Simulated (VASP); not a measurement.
# Ir in VASP: notebook

Ir is run at these levels: PBE; tasks: single point.

All numbers are computed with VASP 6.6.1; they aren't measurements. Logs are shortened: lines on timing, memory, paths and dates and some standing lists are left out, and cuts for length are marked.

### 1 The cell of the first run

It takes space group Fm-3m (No. 225, cubic). Conventional cell: a = 3.915 Å, b = 3.915 Å, c = 3.915 Å, α = 90.00°, β = 90.00°, γ = 90.00°. Within 3.6 Å of Ir (site symmetry m-3m) lie 12 Ir at 2.77 Å.

### 2 Single point, PBE (volume scaled by 1.06)

INCAR reads:

```
SYSTEM = Ir
  ALGO = Normal
  EDIFF = 1E-6
  ENCUT = 520
  GGA = PE
  ISIF = 2
  ISMEAR = -1
  LASPH = .True.
  LCHARG = .False.
  LREAL = .False.
  LWAVE = .False.
  NBANDS = 10
  NELM = 80
  PREC = Accurate
  SIGMA = 0.05
```

KPOINTS reads:

```
k-points
0
Gamma
  15 15 15
  0 0 0
```

POSCAR reads:

```
Ir
1.0
    0.0000000000      1.9573507352      1.9573507352
    1.9573507352      0.0000000000      1.9573507352
    1.9573507352      1.9573507352      0.0000000000
Ir
1
Direct
    0.0000000000      0.0000000000      0.0000000000
```

Potentials or basis: VASP PAW PBE potentials, release 64 (Ir).

Run with:

```sh
cat potpaw_PBE.64/Ir/POTCAR > POTCAR
mpirun -np 1 vasp_std > vasp.out
```

OUTCAR:

```text
SYSTEM = Ir
   EDIFF = 1E-6
   ENCUT = 520
   GGA = PE
   ISIF = 2
   ISMEAR = -1
   LASPH = .True.
   LREAL = .False.
   NELM = 80
   PREC = Accurate

 ion  position               nearest neighbor table
   1  0.000  0.000  0.000-

  LATTYP: Found a face centered cubic cell.
 ALAT       =     3.9147014704

  Lattice vectors:

 A1 = (   0.0000000000,   1.9573507352,   1.9573507352)
 A2 = (   1.9573507352,   0.0000000000,   1.9573507352)
 A3 = (   1.9573507352,   1.9573507352,   0.0000000000)

Analysis of symmetry for initial positions (statically):
=====================================================================
 Subroutine PRICEL returns:
 Original cell was already a primitive cell.

 Routine SETGRP: Setting up the symmetry group for a
 face centered cubic supercell.

 Subroutine GETGRP returns: Found 48 space group operations
[... 9 lines left out ...]

 Routine SETGRP: Setting up the symmetry group for a
 face centered cubic supercell.

 Subroutine GETGRP returns: Found 48 space group operations
 (whereof 48 operations were pure point group operations)
 out of a pool of 48 trial point group operations.

The dynamic configuration has the point symmetry O_h .

 Subroutine INISYM returns: Found 48 space group operations
 (whereof 48 operations are pure point group operations),
 and found     1 'primitive' translations

----------------------------------------------------------------------------------------

                                     Primitive cell

  volume of cell :      14.9981

  direct lattice vectors                    reciprocal lattice vectors
     0.000000000  1.957350735  1.957350735    -0.255447320  0.255447320  0.255447320
     1.957350735  0.000000000  1.957350735     0.255447320 -0.255447320  0.255447320
     1.957350735  1.957350735  0.000000000     0.255447320  0.255447320 -0.255447320

  length of vectors
     2.768111956  2.768111956  2.768111956     0.442447737  0.442447737  0.442447737

  position of ions in fractional coordinates (direct lattice)
     0.000000000  0.000000000  0.000000000

  ion indices of the primitive-cell ions
   primitive index   ion index
                 1           1

----------------------------------------------------------------------------------------

 KPOINTS: k-points

Automatic generation of k-mesh.
 Grid dimensions read from file:
 generate k-points for:   15   15   15

 Generating k-lattice:

  Cartesian coordinates                     Fractional coordinates (reciprocal lattice)
    -0.017029821  0.017029821  0.017029821     0.066666667  0.000000000  0.000000000
     0.017029821 -0.017029821  0.017029821     0.000000000  0.066666667  0.000000000
     0.017029821  0.017029821 -0.017029821     0.000000000  0.000000000  0.066666667

  Length of vectors
     0.029496516  0.029496516  0.029496516

  Shift w.r.t. Gamma in fractional coordinates (k-lattice)
     0.000000000  0.000000000  0.000000000

 Subroutine IBZKPT returns following result:
 ===========================================

 Found    120 irreducible k-points:

 Following reciprocal coordinates:
            Coordinates               Weight
  0.000000  0.000000  0.000000      1.000000
  0.066667  0.000000  0.000000      8.000000
  0.133333  0.000000  0.000000      8.000000
  0.200000  0.000000  0.000000      8.000000
  0.266667  0.000000  0.000000      8.000000
  0.333333  0.000000  0.000000      8.000000
[... 16 lines left out ...]
  0.133333  0.133333  0.000000      6.000000
  0.200000  0.133333  0.000000     24.000000
 [... further k-points ...]
   k-points           NKPTS =    120   k-points in BZ     NKDIM =    120   number of bands    NBANDS=     10
   number of dos      NEDOS =    301   number of ions     NIONS =      1
   total plane-waves  NPLWV =  13824
   dimension x,y,z NGX =    24 NGY =   24 NGZ =   24
   dimension x,y,z NGXF=    48 NGYF=   48 NGZF=   48
   ions per type =               1
   NGX,Y,Z   is equivalent  to a cutoff of  14.41, 14.41, 14.41 a.u.
   NGXF,Y,Z  is equivalent  to a cutoff of  28.83, 28.83, 28.83 a.u.
 SYSTEM =  Ir
   PREC   = accura    normal or accurate (medium, high low for compatibility)
   ISTART =      0    job   : 0-new  1-cont  2-samecut
   ICHARG =      2    charge: 1-file 2-atom 10-const
   ISPIN  =      1    spin polarized calculation?
   LNONCOLLINEAR =      F non collinear calculations
   LSORBIT =      F    spin-orbit coupling
   LASPH  =      T    aspherical Exc in radial PAW
   ENCUT  =  520.0 eV  38.22 Ry    6.18 a.u.   5.15  5.15  5.15*2*pi/ulx,y,z
   NELM   =     80;   NELMIN=  2; NELMDL= -5     # of ELM steps
   EDIFF  = 0.1E-05   stopping-criterion for ELM
   LREAL  =      F    real-space projection
   EDIFFG = 0.1E-04   stopping-criterion for IOM
   NSW    =      0    number of steps for IOM
   IBRION =     -1    ionic relax: 0-MD 1-quasi-New 2-CG
   NFREE  =      0    steps in history (QN), initial steepest desc. (CG)
   ISIF   =      2    stress and relaxation
   ISYM   =      2    0-nonsym 1-usesym 2-fastsym
   POTIM  = 0.5000    time-step for ionic-motion
   TEBEG  =    0.0;   TEEND  =   0.0 temperature during run
   PSTRESS=    0.0 pullay stress
   NELECT =       9.0000    total number of electrons
   NUPDOWN=      -1.0000    fix difference up-down
   EMIN   =  10.00;   EMAX   =-10.00  energy-range for DOS
   EFERMI =   0.00;   METHOD = LEGACY
   ISMEAR =    -1;   SIGMA  =   0.05  broadening in eV -4-tet -1-fermi 0-gaus
   EFERMI_NEDOS =   21; number of points for ismear=-14 and -15
   IALGO  =     38    algorithm
   IMIX   =      4    mixing-type and parameters
     AMIX     =   0.40;   BMIX     =  1.00
     AMIX_MAG =   1.60;   BMIX_MAG =  1.00
  volume/ion in A,a.u.               =      15.00       101.21
  Fermi-wavevector in a.u.,A,eV,Ry     =   1.380841  2.609411 25.942527  1.906722
  Thomas-Fermi vector in A             =   2.505681
   LORBIT       =      0    0 simple, 1 ext, 2 COOP (PROOUT), +10 PAW based schemes
   GGA     = PE    functional components
   LHFCALC =     F    Hartree Fock is set to
   AEXX    =    0.0000 exact exchange contribution
   IVDW    =     0    specifies the selected vdW correction
   LEPSILON=     F    determine dielectric tensor
   LRPA    =     F    only Hartree local field effects (RPA)
 non-spin polarized calculation
  energy-cutoff  :      520.00
  volume of cell :       15.00
 maximum number of plane-waves:       419
 NGX is ok and might be reduce to    24
   NGX = 11   NGY = 11   NGZ = 11

 number of electron       9.0000001 magnetization

 Free energy of the ion-electron system (eV)
  ---------------------------------------------------
  ext. energy  EPLUGINS =         0.00000000
  ---------------------------------------------------
  free energy    TOTEN  =        -8.84317475 eV

  energy without entropy =       -8.83450921  energy(sigma->0) =       -8.83884198

 E-fermi :   9.4530     XC(G=0): -13.6427

 val. band max:        9.4363019300   @ k =  -0.4000   0.4667   0.0667
 cond. band min:       9.4647940018   @ k =  -0.3333   0.2667   0.0667
 fundamental gap:      0.0284920718
 Fermi energy:         9.4529739071

 k-point     1 :       0.0000    0.0000    0.0000
  band No.  band energies     occupation
      1      -1.0800      2.00000
      2       5.8645      2.00000
      3       5.8645      2.00000
      4       5.8645      2.00000
      5       8.3124      2.00000
      6       8.3124      2.00000
      7      23.8471      0.00000
      8      29.0886      0.00000
      9      29.0886      0.00000
     10      29.0886      0.00000

 k-point     2 :       0.0667    0.0000    0.0000
  band No.  band energies     occupation
      1      -0.8944      2.00000
      2       5.7702      2.00000
      3       5.9431      2.00000
      4       5.9431      2.00000
      5       8.2645      2.00000
      6       8.2645      2.00000
      7      24.1567      0.00000
      8      28.0989      0.00000
      9      29.3847      0.00000
     10      29.3847      0.00000

 k-point     3 :       0.1333    0.0000    0.0000
  band No.  band energies     occupation
      1      -0.3637      2.00000
      2       5.5445      2.00000
      3       6.1334      2.00000
      4       6.1334      2.00000
      5       8.1808      2.00000
      6       8.1808      2.00000
      7      24.9638      0.00000
      8      26.2984      0.00000
      9      30.2307      0.00000
     10      30.2307      0.00000

 k-point     4 :       0.2000    0.0000    0.0000
  band No.  band energies     occupation
      1       0.4149      2.00000
      2       5.3513      2.00000
      3       6.2856      2.00000
      4       6.2856      2.00000
      5       8.2408      2.00000
      6       8.2408      2.00000
      7      24.3913      0.00000
      8      25.8220      0.00000
      9      31.4866      0.00000
     10      31.4866      0.00000

 k-point     5 :       0.2667    0.0000    0.0000
  band No.  band energies     occupation
      1       1.2188      2.00000
      2       5.4651      2.00000
      3       6.2462      2.00000
      4       6.2462      2.00000
      5       8.6117      2.00000
      6       8.6117      2.00000
      7      22.4132      0.00000
      8      25.7575      0.00000
      9      32.5321      0.00000
     10      32.5344      0.00000

 k-point     6 :       0.3333    0.0000    0.0000
  band No.  band energies     occupation
      1       1.7334      2.00000
      2       6.0717      2.00000
      3       6.0717      2.00000
      4       6.1929      2.00000
      5       9.2049      1.98610
      6       9.2049      1.98610
      7      20.2294      0.00000
      8      24.7776      0.00000
      9      31.2547      0.00000
     10      31.2547      0.00000

 k-point     7 :       0.4000    0.0000    0.0000
  band No.  band energies     occupation
      1       1.9004      2.00000
      2       5.8942      2.00000
      3       5.8942      2.00000
      4       7.4622      2.00000
      5       9.7942      0.00217
      6       9.7942      0.00217
      7      17.9978      0.00000
      8      23.8898      0.00000
      9      29.6983      0.00000
     10      29.6983      0.00000

 k-point     8 :       0.4667    0.0000    0.0000
  band No.  band energies     occupation
      1       1.9196      2.00000
      2       5.7902      2.00000
      3       5.7902      2.00000
      4       8.6219      2.00000
      5      10.1625      0.00000
      6      10.1625      0.00000
      7      16.3583      0.00000
      8      23.4342      0.00000
      9      28.8163      0.00000
     10      28.8163      0.00000

 k-point     9 :       0.0667    0.0667    0.0000
  band No.  band energies     occupation
      1      -0.8321      2.00000
      2       5.6828      2.00000
      3       6.0011      2.00000
      4       6.0011      2.00000
      5       8.1061      2.00000
      6       8.3836      2.00000
      7      24.2645      0.00000
      8      28.3510      0.00000
      9      29.1566      0.00000
     10      29.1566      0.00000
[... 118 lines left out ...]
 k-point    19 :      -0.2667    0.0667    0.0000
  band No.  band energies     occupation
      1       1.5976      2.00000
      2       5.4328      2.00000
      3       6.1594      2.00000
      4       6.3091      2.00000
      5       8.3633      2.00000
      6       9.3756      1.64887
      7      21.8199      0.00000
      8      25.6617      0.00000
      9      30.1462      0.00000
     10      32.3029      0.00000

 k-point    20 :      -0.2000    0.0667    0.0000
  band No.  band energies     occupation
      1       0.8510      2.00000
      2       5.1962      2.00000
      3       6.3092      2.00000
      4       6.4192      2.00000
      5       7.8977      2.00000
      6       8.7934      2.00000
      7      23.8719      0.00000
      8      26.1528      0.00000
      9      30.3476      0.00000
     10      32.0862      0.00000

 k-point    21 :      -0.1333    0.0667    0.0000
  band No.  band energies     occupation
      1       0.0313      2.00000
      2       5.3476      2.00000
      3       6.2801      2.00000
      4       6.2810      2.00000
      5       7.8522      2.00000
      6       8.4621      2.00000
      7      25.5115      0.00000
      8      25.6963      0.00000
      9      29.5925      0.00000
     10      31.4457      0.00000

 k-point    22 :      -0.0667    0.0667    0.0000
  band No.  band energies     occupation
      1      -0.5923      2.00000
      2       5.6006      2.00000
      3       6.0536      2.00000
      4       6.1029      2.00000
      5       8.0555      2.00000
      6       8.3464      2.00000
      7      24.6419      0.00000
      8      27.2311      0.00000
      9      29.2061      0.00000
     10      30.1679      0.00000

 k-point    23 :       0.1333    0.1333    0.0000
  band No.  band energies     occupation
      1      -0.1189      2.00000
      2       5.2012      2.00000
      3       6.4059      2.00000
      4       6.4059      2.00000
      5       7.5625      2.00000
      6       8.5889      2.00000
      7      25.4320      0.00000
      8      27.4242      0.00000
      9      29.1252      0.00000
     10      29.1252      0.00000

 k-point    24 :       0.2000    0.1333    0.0000
  band No.  band energies     occupation
      1       0.4802      2.00000
      2       4.9110      2.00000
      3       6.5850      2.00000
      4       6.6718      2.00000
      5       7.4031      2.00000
      6       8.7394      2.00000
      7      26.2214      0.00000
      8      26.3118      0.00000
      9      29.0842      0.00000
     10      29.6453      0.00000

 [... further k-points ...]
[... 5 lines left out ...]
  --------------------------------------------------------------------------------------
  -------------------------------------------------------------------------------------
  Total       -0.9864344     -0.9864344     -0.9864344      0.0000000      0.0000000      0.0000000
  in kB     -105.3762759   -105.3762759   -105.3762759      0.0000000      0.0000000      0.0000000
  external PRESSURE =    -105.3762759 kB  Pullay stress =       0.0000000 kB

 VOLUME and BASIS-vectors are now :
 -----------------------------------------------------------------------------
  energy-cutoff  :      520.00
  volume of cell :       15.00
      direct lattice vectors                 reciprocal lattice vectors
     0.000000000  1.957350735  1.957350735    -0.255447320  0.255447320  0.255447320
     1.957350735  0.000000000  1.957350735     0.255447320 -0.255447320  0.255447320
     1.957350735  1.957350735  0.000000000     0.255447320  0.255447320 -0.255447320

 POSITION                                       TOTAL-FORCE (eV/Angst)
 -----------------------------------------------------------------------------------
      0.00000      0.00000      0.00000         0.000000      0.000000      0.000000
 -----------------------------------------------------------------------------------
    total drift:                               -0.000000      0.000000      0.000000

  FREE ENERGIE OF THE ION-ELECTRON SYSTEM (eV)
  ---------------------------------------------------
  free  energy   TOTEN  =        -8.8431747543 eV

  energy  without entropy=       -8.8345092110  energy(sigma->0) =       -8.83884198
```

Wall time 15 s (1 thread of AMD EPYC 9R14 (Zen 4), shared host); peak memory 0.13 GiB.

What came out:

* Free energy: -8.8432 eV
* Pressure: -10.5 GPa

Levels at points of the mesh, in eV from the Fermi level:
| k point | band 1 | band 2 | band 3 | band 4 | band 5 | band 6 | band 7 | band 8 | band 9 |
| --- | --- | --- | --- | --- | --- | --- | --- | --- | --- |
| (0.00, 0.00, 0.00) | -10.53 | -3.59 | -3.59 | -3.59 | -1.14 | -1.14 | 14.39 | 19.64 | 19.64 |

Caveat: spin-orbit coupling is left out, which moves the levels of the heavy elements.

(Continued in part 2 of 2.)
